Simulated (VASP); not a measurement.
Runs of VASP 6.6.1 on KBaI3. The structure is that of space group Pm-3m (No. 221), or close to it. The cells are those of the table. 

```csv
level,cell,k mesh,cutoff (eV),smearing,grid for exact exchange (PRECFOCK),share of exact exchange,screening parameter,gap on the mesh (eV),pressure (GPa)
HSE06,"a = 6.585 Å, 5 atoms",2 × 2 × 2,400,gaussian 0.01 eV,Normal,0.25,0.2079 1/Å,(a),1.2
PBE,"a = 6.719, b = 6.719, c = 6.686 Å, 5 atoms",4 × 4 × 4,500,fermi-dirac 0.02 eV,-,-,-,3.09,(c)
r2SCAN,"a = 6.585 Å, 5 atoms",4 × 4 × 4,550,gaussian 0.01 eV,-,-,-,3.78,(b)
PBE,"a = 6.854, b = 6.719, c = 6.719 Å, 5 atoms",4 × 4 × 4,500,fermi-dirac 0.02 eV,-,-,-,3.07,0.0
PBE,"a = 6.585 Å, 5 atoms",4 × 4 × 4,500,fermi-dirac 0.02 eV,-,-,-,3.13,1.1
```

Alike in all rows: task single point; potentials or basis VASP PAW PBE potentials, release 64 (K_sv, Ba_sv, I); no spin polarisation.

Question: Estimate the missing entries.

Answer: (a) 4.06; (b) 1.0; (c) 0.3.

Caveats: some runs use coarse meshes; spin-orbit coupling is left out, which moves the levels of the heavy elements; the PAW data sets were made with another functional, which shifts forces and pressure a little (at least some runs).

A k mesh can miss the band edges, and the runs leave out spin-orbit coupling on Ba, I.
